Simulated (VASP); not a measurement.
FeSi: single point with PBE

Crystal: FeSi.

```xyz
8
Lattice="4.4921 0.0000 0.0000 0.0000 4.4921 0.0000 0.0000 0.0000 4.4921" Properties=species:S:1:pos:R:3 pbc="T T T"
Fe    0.6109    0.6109    0.6109
Fe    1.6351    3.8812    2.8570
Fe    2.8570    1.6351    3.8812
Fe    3.8812    2.8570    1.6351
Si    3.7767    3.7767    3.7767
Si    2.9615    0.7154    1.5306
Si    1.5306    2.9615    0.7154
Si    0.7154    1.5306    2.9615
```

| Item | Value |
| --- | --- |
| Program | VASP 6.6.1 |
| Task | single point |
| Functional | PBE |
| Potentials or basis | VASP PAW PBE potentials, release 64 (Fe, Si) |
| Cutoff | 520 eV |
| k mesh | 6 × 6 × 6 |
| Occupations | gaussian, width 0.01 eV |
| Spin | no spin polarisation |
| Dipole correction | no |
| Further INCAR settings | ALGO = Normal; EDIFF = 1e-06; NBANDS = 34 |

The pressure is -6.3 GPa and the largest force is 0.084 eV/Å. The band gap on the k mesh is 0.17 eV.

Forces in eV/Å, atoms in the order of the input:
```
Fe  -0.048 -0.048 -0.048
Fe   0.048  0.048 -0.048
Fe  -0.048  0.048  0.048
Fe   0.048 -0.048  0.048
Si  -0.032 -0.032 -0.032
Si   0.032  0.032 -0.032
Si  -0.032  0.032  0.032
Si   0.032 -0.032  0.032
```

Levels at points of the mesh, in eV from the valence-band top:
```tsv
k point	band 20	band 21	band 22	band 23	band 24	band 25	band 26	band 27	band 28	band 29
(0.00, 0.00, 0.00)	-0.26	-0.26	-0.26	-0.03	-0.03	0.64	0.64	0.64	2.90	2.90
(0.50, 0.00, 0.00)	-1.17	-0.35	-0.35	0.00	0.00	0.20	0.20	1.67	1.67	2.11
(0.50, 0.50, 0.00)	-1.19	-0.96	-0.96	-0.33	-0.33	0.62	0.62	1.25	1.25	2.58
(0.50, 0.50, 0.50)	-0.68	-0.63	-0.63	-0.63	-0.63	0.48	0.48	0.48	0.48	5.45
```

It took 51 s on 1 thread of Intel(R) Xeon(R) 6975P-C (Granite Rapids), with other jobs on the host, peak memory 0.23 GiB.

Caveat: the cell stands under tension. Spin polarisation is off, so any magnetic state and its effect on volume and gap are missing.
